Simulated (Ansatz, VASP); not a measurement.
# Two plane-wave programs on Zr2Br

File INCAR:

```
SYSTEM = Zr2Br
PREC     = Accurate       ! precision mode
ENCUT    = 520            ! plane-wave cutoff, eV
EDIFF    = 1E-6           ! SCF threshold, eV
ISMEAR   = 0              ! smearing method
SIGMA    = 0.1            ! smearing width, eV
LREAL    = .FALSE.        ! projectors in reciprocal space
LASPH    = .TRUE.         ! aspherical terms in the spheres
NELM     = 100            ! most SCF steps
ALGO     = Normal         ! electronic algorithm
ISIF     = 2              ! what is computed and relaxed
LWAVE    = .FALSE.        ! write WAVECAR
LCHARG   = .FALSE.        ! write CHGCAR
GGA      = PE             ! functional
NBANDS   = 22             ! bands
```

KPOINTS

```
Automatic mesh
0
G
  4 4 4
  0 0 0
```

POSCAR

```
Zr2Br
1.0
    0.0000000000      3.5679935500      3.5679935500
    3.5679935500      0.0000000000      3.5679935500
    3.5679935500      3.5679935500      0.0000000000
Zr Br
2 1
Direct
    0.7500000000      0.7500000000      0.7500000000
    0.2500000000      0.2500000000      0.2500000000
    0.0000000000      0.0000000000      0.0000000000
```

Input for Ansatz:

```yaml
crystal:
  lattice:
    - [0.0, 3.56799355, 3.56799355]
    - [3.56799355, 0.0, 3.56799355]
    - [3.56799355, 3.56799355, 0.0]
  atoms:
    - { symbol: Zr, position: [0.75, 0.75, 0.75] }
    - { symbol: Zr, position: [0.25, 0.25, 0.25] }
    - { symbol: Br, position: [0.0, 0.0, 0.0] }
basis:
  ecutwfc: 420
kpoints:
  mp_grid: { grid: [4, 4, 4] }
hamiltonian:
  xc: pbe
scf:
  occupations: { method: gaussian, width: 0.1 }
  lower_state_search: "off"
output:
  forces: true
  stress: true
  eigenvalues: true
```

Change from the starting cell: species swapped into the Ca2Pb type (Fm-3m, No. 225).

Alike in both runs: task single point; functional PBE; k mesh 4 × 4 × 4; occupations gaussian, width 0.1 eV; no spin polarisation.

|  | VASP | Ansatz |
| --- | --- | --- |
| version | VASP 6.6.1 | Ansatz 0.2.0 |
| potentials or method | VASP PAW PBE potentials, release 64 (Zr_sv, Br), cutoff 520 eV | scalar-relativistic, plane waves, PAW |
| valence electrons in the cell | 31 | 31 |

|  | VASP | Ansatz | Ansatz less VASP |
| --- | --- | --- | --- |
| gap on the k mesh at the Fermi level (eV) | none | none | - |
| pressure (GPa) | -11.3 | -11.3 | 0.00 |

A gap of «none» marks a metal or a gap that the smearing closes.

The k mesh is coarse, so the values compare programs but aren't converged.
